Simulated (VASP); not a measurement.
Runs of VASP 6.6.1 on AlAs (series). It takes space group F-43m (No. 216, cubic). Conventional cell: a = 5.661 Å, b = 5.661 Å, c = 5.661 Å, α = 90.00°, β = 90.00°, γ = 90.00°. Within 3.2 Å of Al (site symmetry -43m) lie 4 As at 2.45 Å. Within 3.2 Å of As (site symmetry -43m) lie 4 Al at 2.45 Å. 

```tsv
k mesh	smearing	gap on the mesh (eV)	pressure (GPa)
6 × 6 × 6	gaussian 0.1 eV	1.43	2.8
12 × 12 × 12	gaussian 0.02 eV	1.44	2.8
6 × 6 × 6	gaussian 0.02 eV	1.43	2.8
14 × 14 × 14	gaussian 0.02 eV	1.44	2.8
4 × 4 × 4	gaussian 0.02 eV	1.41	(a)
```

Alike in all rows: task single point; level PBE; potentials or basis VASP PAW PBE potentials, release 64 (Al, As); no spin polarisation; cell as given; cutoff (eV) 500.

Q: Fill in the values left out.

A: (a) 3.1.

Caveats: some runs use coarse meshes.

A k mesh can miss the band edges, and the runs leave out spin-orbit coupling on As.
